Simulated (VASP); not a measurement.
A run of VASP 6.6.1 is set up as follows.

INCAR

```
ALGO = Normal
EDIFF = 1E-6
ENCUT = 520
GGA = PS
ISIF = 2
ISMEAR = 0
ISPIN = 2
LASPH = T
LCHARG = T
LELF = T
LMAXMIX = 6
LORBIT = 11
LREAL = F
LVHAR = T
LWAVE = F
MAGMOM = 7.69 7.69 7.69 0
NBANDS = 40
NELM = 150
PREC = Accurate
SIGMA = 0.05
```

Contents of KPOINTS:

```
k-points
0
Gamma
  8 8 8
```

Contents of POSCAR:

```
Eu3Si
1.0
    4.8379082843      0.0000000000      0.0000000000
    0.0000000000      4.8379082843      0.0000000000
    0.0000000000      0.0000000000      4.8379082843
Eu Si
3 1
Direct
    0.0000000000      0.5000000000      0.5000000000
    0.5000000000      0.5000000000      0.0000000000
    0.5000000000      0.0000000000      0.5000000000
    0.0000000000      0.0000000000      0.0000000000
```

Potentials or basis: VASP PAW PBE potentials, release 64 (Eu, Si).

Run with:

```console
$ cat potpaw_PBE.64/Eu/POTCAR potpaw_PBE.64/Si/POTCAR > POTCAR
$ mpirun -np 1 vasp_std > vasp.out
```

Problem. What does it give for the pressure?

Solution. -2.8 GPa.

Problem. Predict the site moments.

Solution. Eu +6.69; Si -0.10 μB.

Problem. What does it give for the net moment?

Solution. 21.66 μB per cell.

Caveat: the highest band is partly filled, so the run has too few bands; the PAW data sets were made with another functional, which shifts forces and pressure a little. The state reached can hang on the start; a lower one may exist.
